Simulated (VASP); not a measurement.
# Ti in VASP: a series of runs

Aim: see how the results for Ti move with the level of theory and the settings. Levels: PBE, r2SCAN. Tasks: single point.

Everything below comes from runs of VASP 6.6.1. Logs are shortened: lines on timing, memory, paths and dates and some standing lists are left out, and cuts for length are marked.

## (1) The cell of the first run

Symmetry: P6_3/mmc, No. 194, hexagonal system. Conventional cell: a = 2.850 Å, b = 2.850 Å, c = 4.808 Å, α = 90.00°, β = 90.00°, γ = 120.00°. Within 3.8 Å of Ti (site symmetry -6m2) lie 12 Ti at 2.85 to 2.91 Å.

## (2) Single point, PBE (strained)

INCAR reads:

```
PREC     = Accurate       # precision mode
ENCUT    = 520            # plane-wave cutoff, eV
EDIFF    = 1E-6           # SCF threshold, eV
ISMEAR   = 0              # smearing method
SIGMA    = 0.1            # smearing width, eV
LREAL    = F              # projectors in reciprocal space
LASPH    = T              # aspherical terms in the spheres
NELM     = 80             # most SCF steps
ALGO     = Fast           # electronic algorithm
ISIF     = 2              # what is computed and relaxed
LWAVE    = F              # write WAVECAR
LCHARG   = F              # write CHGCAR
GGA      = PE             # functional
NBANDS   = 19             # bands
```

KPOINTS reads:

```
Automatic mesh
0
Gamma
  18 18 10
```

POSCAR reads:

```
Ti
1.0
    2.8497274331      0.0000000000      0.0000000000
   -1.4248637166      2.4679363509      0.0000000000
    0.0000000000      0.0000000000      4.8078828600
Ti
2
Direct
    0.3333333333      0.6666666667      0.2500000000
    0.6666666667      0.3333333333      0.7500000000
```

Potentials or basis: VASP PAW PBE potentials, release 64 (Ti_sv).

Run with:

```
$ cat potpaw_PBE.64/Ti_sv/POTCAR > POTCAR
$ mpirun -np 1 vasp_std > vasp.out
```

OUTCAR:

```text
PREC = Accurate
   ENCUT = 520
   EDIFF = 1E-6
   ISMEAR = 0
   LREAL = F
   LASPH = T
   NELM = 80
   ISIF = 2
   GGA = PE

 ion  position               nearest neighbor table
   1  0.333  0.667  0.250-   2 2.91   2 2.91   2 2.91   2 2.91   2 2.91   2 2.91
   2  0.667  0.333  0.750-   1 2.91   1 2.91   1 2.91   1 2.91   1 2.91   1 2.91

  LATTYP: Found a hexagonal cell.
 ALAT       =     2.8497274331
 C/A-ratio  =     1.6871377958

  Lattice vectors:

 A1 = (   2.8497274331,   0.0000000000,   0.0000000000)
 A2 = (  -1.4248637166,   2.4679363509,   0.0000000000)
 A3 = (   0.0000000000,   0.0000000000,   4.8078828600)

Analysis of symmetry for initial positions (statically):
=====================================================================
 Subroutine PRICEL returns:
 Original cell was already a primitive cell.

 Routine SETGRP: Setting up the symmetry group for a
 hexagonal supercell.

 Subroutine GETGRP returns: Found 24 space group operations
 (whereof 12 operations were pure point group operations)
 out of a pool of 24 trial point group operations.

The static configuration has the point symmetry D_3d.
 The point group associated with its full space group is D_6h.

Analysis of symmetry for dynamics (positions and initial velocities):
=====================================================================
 Subroutine PRICEL returns:
 Original cell was already a primitive cell.

 Routine SETGRP: Setting up the symmetry group for a
 hexagonal supercell.

 Subroutine GETGRP returns: Found 24 space group operations
 (whereof 12 operations were pure point group operations)
 out of a pool of 24 trial point group operations.

The dynamic configuration has the point symmetry D_3d.
 The point group associated with its full space group is D_6h.

 Subroutine INISYM returns: Found 24 space group operations
 (whereof 12 operations are pure point group operations),
 and found     1 'primitive' translations

----------------------------------------------------------------------------------------

                                     Primitive cell

  volume of cell :      33.8136

  direct lattice vectors                    reciprocal lattice vectors
     2.849727433  0.000000000  0.000000000     0.350910753  0.202598418  0.000000000
    -1.424863717  2.467936351  0.000000000     0.000000000  0.405196836  0.000000000
     0.000000000  0.000000000  4.807882860     0.000000000  0.000000000  0.207991756

  length of vectors
     2.849727433  2.849727433  4.807882860     0.405196836  0.405196836  0.207991756

  position of ions in fractional coordinates (direct lattice)
     0.333333333  0.666666667  0.250000000
     0.666666667  0.333333333  0.750000000

  ion indices of the primitive-cell ions
   primitive index   ion index
                 1           1
                 2           2

----------------------------------------------------------------------------------------

 KPOINTS: Automatic mesh

Automatic generation of k-mesh.
 Grid dimensions read from file:
 generate k-points for:   18   18   10

 Generating k-lattice:

  Cartesian coordinates                     Fractional coordinates (reciprocal lattice)
     0.019495042  0.011255468  0.000000000     0.055555556  0.000000000  0.000000000
     0.000000000  0.022510935  0.000000000     0.000000000  0.055555556  0.000000000
     0.000000000  0.000000000  0.020799176     0.000000000  0.000000000  0.100000000

  Length of vectors
     0.022510935  0.022510935  0.020799176

  Shift w.r.t. Gamma in fractional coordinates (k-lattice)
     0.000000000  0.000000000  0.000000000

 Subroutine IBZKPT returns following result:
 ===========================================

 Found    222 irreducible k-points:

 Following reciprocal coordinates:
            Coordinates               Weight
  0.000000  0.000000  0.000000      1.000000
  0.055556  0.000000  0.000000      6.000000
  0.111111  0.000000  0.000000      6.000000
  0.166667  0.000000  0.000000      6.000000
  0.222222  0.000000  0.000000      6.000000
  0.277778  0.000000  0.000000      6.000000
[... 16 lines left out ...]
  0.333333  0.111111  0.000000     12.000000
  0.388889  0.111111  0.000000     12.000000
 [... further k-points ...]
   k-points           NKPTS =    222   k-points in BZ     NKDIM =    222   number of bands    NBANDS=     19
   number of dos      NEDOS =    301   number of ions     NIONS =      2
   total plane-waves  NPLWV =  20736
   dimension x,y,z NGX =    24 NGY =   24 NGZ =   36
   dimension x,y,z NGXF=    48 NGYF=   48 NGZF=   72
   ions per type =               2
   NGX,Y,Z   is equivalent  to a cutoff of  14.00, 14.00, 12.45 a.u.
   NGXF,Y,Z  is equivalent  to a cutoff of  28.00, 28.00, 24.90 a.u.
 SYSTEM =  unknown system
   PREC   = accura    normal or accurate (medium, high low for compatibility)
   ISTART =      0    job   : 0-new  1-cont  2-samecut
   ICHARG =      2    charge: 1-file 2-atom 10-const
   ISPIN  =      1    spin polarized calculation?
   LNONCOLLINEAR =      F non collinear calculations
   LSORBIT =      F    spin-orbit coupling
   LASPH  =      T    aspherical Exc in radial PAW
   ENCUT  =  520.0 eV  38.22 Ry    6.18 a.u.   5.30  5.30  8.94*2*pi/ulx,y,z
   NELM   =     80;   NELMIN=  2; NELMDL= -5     # of ELM steps
   EDIFF  = 0.1E-05   stopping-criterion for ELM
   LREAL  =      F    real-space projection
   EDIFFG = 0.1E-04   stopping-criterion for IOM
   NSW    =      0    number of steps for IOM
   IBRION =     -1    ionic relax: 0-MD 1-quasi-New 2-CG
   NFREE  =      0    steps in history (QN), initial steepest desc. (CG)
   ISIF   =      2    stress and relaxation
   ISYM   =      2    0-nonsym 1-usesym 2-fastsym
   POTIM  = 0.5000    time-step for ionic-motion
   TEBEG  =    0.0;   TEEND  =   0.0 temperature during run
   PSTRESS=    0.0 pullay stress
   NELECT =      24.0000    total number of electrons
   NUPDOWN=      -1.0000    fix difference up-down
   EMIN   =  10.00;   EMAX   =-10.00  energy-range for DOS
   EFERMI =   0.00;   METHOD = LEGACY
   ISMEAR =     0;   SIGMA  =   0.10  broadening in eV -4-tet -1-fermi 0-gaus
   EFERMI_NEDOS =   21; number of points for ismear=-14 and -15
   IALGO  =     68    algorithm
   IMIX   =      4    mixing-type and parameters
     AMIX     =   0.40;   BMIX     =  1.00
[... 12 lines left out ...]
 RMM-DIIS sequential band-by-band and
 Gauss-broadening in eV      SIGMA  =   0.10
  energy-cutoff  :      520.00
  volume of cell :       33.81
 maximum number of plane-waves:       925
 NGX is ok and might be reduce to    24
   NGX = 11   NGY = 11   NGZ = 17

 number of electron      24.0000003 magnetization

 Free energy of the ion-electron system (eV)
  ---------------------------------------------------
  ext. energy  EPLUGINS =         0.00000000
  ---------------------------------------------------
  free energy    TOTEN  =       -15.63625929 eV

  energy without entropy =      -15.62651575  energy(sigma->0) =      -15.63138752

 E-fermi :   8.6080     XC(G=0): -11.6234

 val. band max:        8.5986219843   @ k =   0.0556   0.0556   0.4000
 cond. band min:       8.6112330419   @ k =   0.0556   0.0000   0.4000
 fundamental gap:      0.0126110576
 Fermi energy:         8.6079876419

 k-point     1 :       0.0000    0.0000    0.0000
  band No.  band energies     occupation
      1     -48.1719      2.00000
      2     -48.0523      2.00000
      3     -24.7370      2.00000
      4     -24.0628      2.00000
      5     -24.0404      2.00000
      6     -24.0404      2.00000
[... 11 lines left out ...]
     18      10.6192      0.00000
     19      11.9154      0.00000

 k-point     2 :       0.0556    0.0000    0.0000
  band No.  band energies     occupation
      1     -48.1681      2.00000
      2     -48.0500      2.00000
      3     -24.7297      2.00000
      4     -24.0647      2.00000
      5     -24.0591      2.00000
      6     -24.0459      2.00000
[... 11 lines left out ...]
     18      10.5678      0.00000
     19      11.9381      0.00000

 k-point     3 :       0.1111    0.0000    0.0000
  band No.  band energies     occupation
      1     -48.1569      2.00000
      2     -48.0437      2.00000
      3     -24.7080      2.00000
      4     -24.1131      2.00000
      5     -24.0705      2.00000
      6     -24.0617      2.00000
[... 11 lines left out ...]
     18      10.4310      0.00000
     19      11.9925      0.00000

 k-point     4 :       0.1667    0.0000    0.0000
  band No.  band energies     occupation
      1     -48.1396      2.00000
      2     -48.0341      2.00000
      3     -24.6737      2.00000
      4     -24.1960      2.00000
      5     -24.1197      2.00000
      6     -24.0852      2.00000
[... 11 lines left out ...]
     18      10.4301      0.00000
     19      12.0544      0.00000

 k-point     5 :       0.2222    0.0000    0.0000
  band No.  band energies     occupation
      1     -48.1178      2.00000
      2     -48.0227      2.00000
      3     -24.6291      2.00000
      4     -24.2979      2.00000
      5     -24.2185      2.00000
      6     -24.1134      2.00000
[... 11 lines left out ...]
     18      10.8038      0.00000
     19      12.1074      0.00000

 k-point     6 :       0.2778    0.0000    0.0000
  band No.  band energies     occupation
      1     -48.0939      2.00000
      2     -48.0113      2.00000
      3     -24.5776      2.00000
      4     -24.4066      2.00000
      5     -24.3212      2.00000
      6     -24.1428      2.00000
[... 11 lines left out ...]
     18      11.2299      0.00000
     19      12.1455      0.00000

 k-point     7 :       0.3333    0.0000    0.0000
  band No.  band energies     occupation
      1     -48.0703      2.00000
      2     -48.0016      2.00000
      3     -24.5232      2.00000
      4     -24.5084      2.00000
      5     -24.4157      2.00000
      6     -24.1699      2.00000
[... 11 lines left out ...]
     18      11.6659      0.00000
     19      12.1693      0.00000

 k-point     8 :       0.3889    0.0000    0.0000
  band No.  band energies     occupation
      1     -48.0497      2.00000
      2     -47.9949      2.00000
      3     -24.5912      2.00000
      4     -24.4915      2.00000
      5     -24.4716      2.00000
      6     -24.1917      2.00000
[... 256 lines left out ...]
 k-point    20 :       0.1667    0.1111    0.0000
  band No.  band energies     occupation
      1     -48.1092      2.00000
      2     -48.0184      2.00000
      3     -24.6109      2.00000
      4     -24.3083      2.00000
      5     -24.2720      2.00000
      6     -24.1171      2.00000
[... 11 lines left out ...]
     18      11.1017      0.00000
     19      12.0391      0.00000

 k-point    21 :       0.2222    0.1111    0.0000
  band No.  band energies     occupation
      1     -48.0864      2.00000
      2     -48.0080      2.00000
      3     -24.5608      2.00000
      4     -24.4060      2.00000
      5     -24.3528      2.00000
      6     -24.1572      2.00000
[... 11 lines left out ...]
     18      11.5954      0.00000
     19      12.0475      0.00000

 k-point    22 :       0.2778    0.1111    0.0000
  band No.  band energies     occupation
      1     -48.0638      2.00000
      2     -47.9992      2.00000
      3     -24.5078      2.00000
      4     -24.4992      2.00000
      5     -24.4256      2.00000
      6     -24.1955      2.00000
[... 11 lines left out ...]
     18      12.0508      0.00000
     19      12.1227      0.00000

 k-point    23 :       0.3333    0.1111    0.0000
  band No.  band energies     occupation
      1     -48.0440      2.00000
      2     -47.9933      2.00000
      3     -24.5747      2.00000
      4     -24.4843      2.00000
      5     -24.4570      2.00000
      6     -24.2266      2.00000
[... 11 lines left out ...]
     18      12.0500      0.00000
     19      12.6548      0.00000

 k-point    24 :       0.3889    0.1111    0.0000
  band No.  band energies     occupation
      1     -48.0298      2.00000
      2     -47.9908      2.00000
      3     -24.6237      2.00000
      4     -24.5225      2.00000
      5     -24.4164      2.00000
      6     -24.2467      2.00000
[... 11 lines left out ...]
     18      12.1980      0.00000
     19      13.1713      0.00000

 [... further k-points ...]
[... 5 lines left out ...]
  --------------------------------------------------------------------------------------
  -------------------------------------------------------------------------------------
  Total        1.0998551      1.0998551     -0.3905747     -0.0000000     -0.0000000      0.0000000
  in kB       52.1140566     52.1140566    -18.5064693     -0.0000000     -0.0000000      0.0000000
  external PRESSURE =      28.5738813 kB  Pullay stress =       0.0000000 kB

 VOLUME and BASIS-vectors are now :
 -----------------------------------------------------------------------------
  energy-cutoff  :      520.00
  volume of cell :       33.81
      direct lattice vectors                 reciprocal lattice vectors
     2.849727433  0.000000000  0.000000000     0.350910753  0.202598418  0.000000000
    -1.424863717  2.467936351  0.000000000     0.000000000  0.405196836  0.000000000
     0.000000000  0.000000000  4.807882860     0.000000000  0.000000000  0.207991756

 POSITION                                       TOTAL-FORCE (eV/Angst)
 -----------------------------------------------------------------------------------
     -0.00000      1.64529      1.20197         0.000000     -0.000000      0.000000
      1.42486      0.82265      3.60591        -0.000000      0.000000      0.000000
 -----------------------------------------------------------------------------------
    total drift:                                0.000000     -0.000000      0.000000

  FREE ENERGIE OF THE ION-ELECTRON SYSTEM (eV)
  ---------------------------------------------------
  free  energy   TOTEN  =       -15.6362592932 eV

  energy  without entropy=      -15.6265157549  energy(sigma->0) =      -15.63138752
```

Wall time 4.2 min (1 thread of Intel Xeon 6975P-C, shared host); peak memory 0.24 GiB.

What came out:

```yaml
Free_energy: -15.6363 eV
Pressure: 2.9 GPa
Band_gap_on_the_k_mesh: zero (band 12 reaches 9.13 eV, above the bottom of band 13 at 8.27 eV)
```

Levels at points of the mesh, in eV from the Fermi level:
```tsv
k point	band 9	band 10	band 11	band 12	band 13	band 14	band 15	band 16
(0.00, 0.00, 0.00)	-6.26	-2.79	0.29	0.52	0.88	0.88	1.29	1.29
(0.50, 0.00, 0.00)	-2.31	-2.20	-1.97	-0.34	0.43	0.83	0.99	3.58
(0.00, 0.00, 0.50)	-4.51	-4.51	-0.16	-0.16	0.86	0.86	0.86	0.86
(0.50, 0.00, 0.50)	-2.60	-2.60	-0.96	-0.96	1.49	1.49	1.98	1.98
```

Caveat: the cell differs from its parent crystal (strained).

## (3) Single point, PBE (strained and its atoms moved)

INCAR reads:

```
SYSTEM = Ti
PREC     = Accurate       ! precision mode
ENCUT    = 520            ! plane-wave cutoff, eV
EDIFF    = 1E-6           ! SCF threshold, eV
ISMEAR   = 0              ! smearing method
SIGMA    = 0.1            ! smearing width, eV
LREAL    = .FALSE.        ! projectors in reciprocal space
LASPH    = .TRUE.         ! aspherical terms in the spheres
NELM     = 100            ! most SCF steps
ALGO     = Fast           ! electronic algorithm
ISIF     = 2              ! what is computed and relaxed
LWAVE    = .FALSE.        ! write WAVECAR
LCHARG   = .FALSE.        ! write CHGCAR
GGA      = PE             ! functional
NBANDS   = 19             ! bands
```

KPOINTS reads:

```
Automatic mesh
0
G
  14 14 8
  0 0 0
```

POSCAR reads:

```
Ti
1.0
    3.0141603139      0.0055164960      0.0000000000
   -1.5023027313      2.6130994647      0.0000000000
    0.0000000000      0.0000000000      4.6524013800
Ti
2
Direct
    0.3392046962      0.6607953038      0.2500000000
    0.6607953038      0.3392046962      0.7500000000
```

Potentials or basis: VASP PAW PBE potentials, release 64 (Ti_sv).

Run with:

```
$ cat potpaw_PBE.64/Ti_sv/POTCAR > POTCAR
$ mpirun -np 1 vasp_std > vasp.out
```

It took 5.1 min on 1 thread of Intel Xeon 6975P-C, shared host; peak memory 0.28 GiB.

The run converged. Its results:

| Property | Result |
| --- | --- |
| Free energy | -15.6333 eV |
| Pressure | -5.7 GPa |
| Largest force | 0.116 eV/Å |
| Band gap on the k mesh | zero (band 12 reaches 8.49 eV, above the bottom of band 13 at 7.47 eV) |

Forces in eV/Å, atoms in the order of the input:
```
Ti  -0.101  0.058  0.000
Ti   0.101 -0.058  0.000
```

Stress tensor (GPa, compression positive):
```
-6.03 -0.87  0.00
-0.87 -7.03  0.00
 0.00  0.00 -3.99
```

Levels at points of the mesh, in eV from the Fermi level:
| k point | band 8 | band 9 | band 10 | band 11 | band 12 | band 13 | band 14 | band 15 | band 16 | band 17 |
| --- | --- | --- | --- | --- | --- | --- | --- | --- | --- | --- |
| (0.00, 0.00, 0.00) | -32.87 | -6.09 | -2.55 | 0.70 | 0.70 | 0.87 | 0.95 | 1.14 | 1.29 | 1.30 |
| (0.50, 0.00, 0.00) | -32.93 | -2.35 | -2.02 | -1.73 | -0.78 | 0.33 | 0.74 | 1.20 | 3.02 | 3.24 |
| (0.50, 0.50, 0.00) | -32.93 | -2.26 | -2.04 | -1.61 | -0.78 | 0.35 | 0.50 | 1.15 | 2.99 | 3.29 |
| (0.00, 0.00, 0.50) | -32.93 | -4.24 | -4.24 | 0.16 | 0.16 | 0.53 | 0.53 | 0.62 | 0.62 | 2.57 |
| (0.50, 0.00, 0.50) | -33.01 | -2.40 | -2.40 | -0.74 | -0.74 | 1.14 | 1.14 | 1.56 | 1.56 | 3.16 |
| (0.50, 0.50, 0.50) | -33.01 | -2.43 | -2.43 | -0.68 | -0.68 | 1.18 | 1.18 | 1.54 | 1.54 | 3.16 |

Caveat: the cell differs from its parent crystal (strained and its atoms moved).

## (4) Single point, r2SCAN (functional r2SCAN, strained)

POSCAR reads:

```
Ti
1.0
    2.7972469712      0.0000000000      0.0000000000
   -1.3986234856      2.4224869377      0.0000000000
    0.0000000000      0.0000000000      4.8650989200
Ti
2
Direct
    0.3333333333      0.6666666667      0.2500000000
    0.6666666667      0.3333333333      0.7500000000
```

INCAR.step1 reads:

```
PREC = Accurate
ENCUT = 520
ISMEAR = 0
SIGMA = 0.1
LREAL = False
LASPH = True
NELM = 80
NBANDS = 19
GGA = PE
ALGO = Normal
EDIFF = 1E-4
LWAVE = True
LCHARG = False
```

INCAR.step2 reads:

```
PREC = Accurate
ENCUT = 520
EDIFF = 1E-6
ISMEAR = 0
SIGMA = 0.1
LREAL = False
LASPH = True
NELM = 80
ALGO = Normal
ISIF = 2
LWAVE = False
LCHARG = True
METAGGA = R2SCAN
LMIXTAU = True
LELF = True
LVHAR = True
NBANDS = 19
ISTART = 1
```

KPOINTS reads:

```
regular mesh
0
Gamma
  18 18 10
```

Run with:

```
$ cat potpaw_PBE.64/Ti_sv/POTCAR > POTCAR
$ cp INCAR.step1 INCAR
$ mpirun -np 1 vasp_std > vasp.out
$ cp INCAR.step2 INCAR
$ mpirun -np 1 vasp_std > vasp.out
```

It took 6 min on 1 thread of Intel Xeon 6975P-C, shared host; peak memory 0.24 GiB.

The run converged. Its results:

```
Free energy            : -25.7857 eV
Pressure               : 6.6 GPa
Band gap on the k mesh : zero (band 12 reaches 9.34 eV, above the bottom of band 13 at 8.59 eV)
```

Stress tensor (GPa, compression positive):
```
10.85  0.00  0.00
 0.00 10.85  0.00
 0.00  0.00 -2.02
```

Levels at points of the mesh, in eV from the Fermi level:
```csv
k point,band 10,band 11,band 12,band 13,band 14,band 15
"(0.00, 0.00, 0.00)",-3.03,-0.17,0.39,1.04,1.04,1.44
"(0.50, 0.00, 0.00)",-2.39,-2.18,-0.35,0.37,1.01,1.17
"(0.00, 0.00, 0.50)",-4.92,-0.34,-0.34,1.06,1.06,1.06
"(0.50, 0.00, 0.50)",-2.81,-1.12,-1.12,1.55,1.55,2.33
```

Caveat: the cell differs from its parent crystal (functional r2SCAN, strained); the PAW data sets were made with another functional, which shifts forces and pressure a little.

## (5) The runs side by side

| level | cell | k mesh | gap on the mesh (eV) | pressure (GPa) |
| --- | --- | --- | --- | --- |
| PBE | a = 2.850, b = 2.850, c = 4.808 Å, angles 90.0, 90.0, 120.0°, 2 atoms | 18 × 18 × 10 | none | 2.9 |
| PBE | a = 3.014, b = 3.014, c = 4.652 Å, angles 90.0, 90.0, 119.8°, 2 atoms | 14 × 14 × 8 | none | -5.7 |
| r2SCAN | a = 2.797, b = 2.797, c = 4.865 Å, angles 90.0, 90.0, 120.0°, 2 atoms | 18 × 18 × 10 | none | 6.6 |

Alike in all rows: task single point; potentials or basis VASP PAW PBE potentials, release 64 (Ti_sv); no spin polarisation; cutoff (eV) 520; smearing gaussian 0.1 eV.

Caveats: the PAW data sets were made with another functional, which shifts forces and pressure a little (some runs).

Total energies depend on the potentials used, so only differences within one code and one set of settings carry meaning.
